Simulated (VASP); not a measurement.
## GaN: single point with r2SCAN

Crystal: GaN.

```
CELL_PARAMETERS angstrom
3.19902 0.00000 0.00000
-1.59951 2.77043 0.00000
0.00000 0.00000 5.17173
ATOMIC_POSITIONS crystal
Ga 0.33333 0.66667 0.99852
Ga 0.66667 0.33333 0.49852
N 0.33333 0.66667 0.37648
N 0.66667 0.33333 0.87648
```

This cell differs from its parent crystal: in-plane strain +0.005, then relaxed in part.

| Item | Value |
| --- | --- |
| Program | VASP 6.6.1 |
| Task | single point |
| Functional | r2SCAN |
| Potentials or basis | VASP PAW PBE potentials, release 64 (Ga_d, N_h) |
| Cutoff | 1460 eV |
| k mesh | 8 × 8 × 4 |
| Occupations | gaussian, width 0.01 eV |
| Spin | no spin polarisation |

```json
{
 "Pressure": "-0.5 GPa",
 "Band gap on the k mesh": "2.31 eV"
}
```

Stress tensor (GPa, compression positive):
```
-1.24  0.00  0.00
 0.00 -1.24  0.00
 0.00  0.00  0.94
```

Levels at points of the mesh, in eV from the valence-band top:
```tsv
k point	band 14	band 15	band 16	band 17	band 18	band 19	band 20	band 21	band 22	band 23
(0.00, 0.00, 0.00)	-1.08	-1.08	-0.01	-0.01	0.00	2.31	4.69	9.97	10.49	10.49
(0.50, 0.00, 0.00)	-5.34	-4.25	-2.83	-2.20	-1.02	5.51	6.09	6.59	9.31	11.04
(0.00, 0.00, 0.50)	-3.86	-0.56	-0.56	-0.56	-0.56	4.70	4.70	9.17	9.17	11.00
(0.50, 0.00, 0.50)	-6.68	-2.00	-2.00	-1.89	-1.89	4.90	4.90	8.38	8.38	10.72
```

Wall time 5.6 min on 1 thread of Intel(R) Xeon(R) Platinum 8559C (Emerald Rapids) (shared host), peak memory 0.43 GiB.

Caveat: the cell differs from its parent crystal (in-plane strain +0.005, then relaxed in part); the PAW data sets were made with another functional, which shifts forces and pressure a little.
